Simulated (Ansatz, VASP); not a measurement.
**One calculation of ZrTi11O24, two programs**

```
Zr Ti O
1.0
     4.59220    4.59220    0.00000
    -4.59220    4.59220    0.00000
     0.00000    0.00000    8.87220
Zr Ti O
1 11 24
Direct
  0.00000 0.00000 0.00000
  0.00000 0.00000 0.33333
  0.00000 0.00000 0.66667
  0.50000 0.50000 0.00000
  0.50000 0.50000 0.33333
  0.50000 0.50000 0.66667
  0.50000 0.00000 0.16667
  0.50000 0.00000 0.50000
  0.50000 0.00000 0.83333
  0.00000 0.50000 0.16667
  0.00000 0.50000 0.50000
  0.00000 0.50000 0.83333
  0.30496 0.00000 0.00000
  0.30496 0.00000 0.33333
  0.30496 0.00000 0.66667
  0.80496 0.50000 0.00000
  0.80496 0.50000 0.33333
  0.80496 0.50000 0.66667
  0.50000 0.30496 0.16667
  0.50000 0.30496 0.50000
  0.50000 0.30496 0.83333
  0.00000 0.80496 0.16667
  0.00000 0.80496 0.50000
  0.00000 0.80496 0.83333
  0.69504 0.00000 0.00000
  0.69504 0.00000 0.33333
  0.69504 0.00000 0.66667
  0.19504 0.50000 0.00000
  0.19504 0.50000 0.33333
  0.19504 0.50000 0.66667
  0.50000 0.69504 0.16667
  0.50000 0.69504 0.50000
  0.50000 0.69504 0.83333
  0.00000 0.19504 0.16667
  0.00000 0.19504 0.50000
  0.00000 0.19504 0.83333
```

Alike in both runs: task electric field gradients; functional PBE; k mesh 3 × 3 × 2; occupations fermi-dirac, width 0.01 eV; no spin polarisation.

|  | VASP | Ansatz |
| --- | --- | --- |
| version | VASP 6.6.1 | Ansatz 0.2.0 |
| potentials or method | VASP PAW PBE potentials, release 64 (Zr_sv, Ti_sv, O) | plane-wave PAW, scalar-relativistic |
| plane-wave cutoff (eV) | 520 | 420 |
| valence electrons in the cell | 288 | 288 |

```tsv
	VASP	Ansatz	Ansatz less VASP
gap on the k mesh at the Fermi level (eV)	1.89	1.92	+0.027
pressure (GPa)	12.0	11.3	-0.68
traceless stress, the component that is largest in VASP (GPa)	1.66	1.47	-0.196
rms of the force components (eV/Å)	0.748	0.744	-0.0036
size of Vzz on the site where it differs most (V/Å²)	70.7	67.5	-3.12
```

Atom by atom the forces differ by 0.014 eV/Å (rms over components). One of these differences is far larger than is usual between the two programs; its cause wasn't traced. With one functional, cell and mesh, what is left measures potentials, basis and numerics.
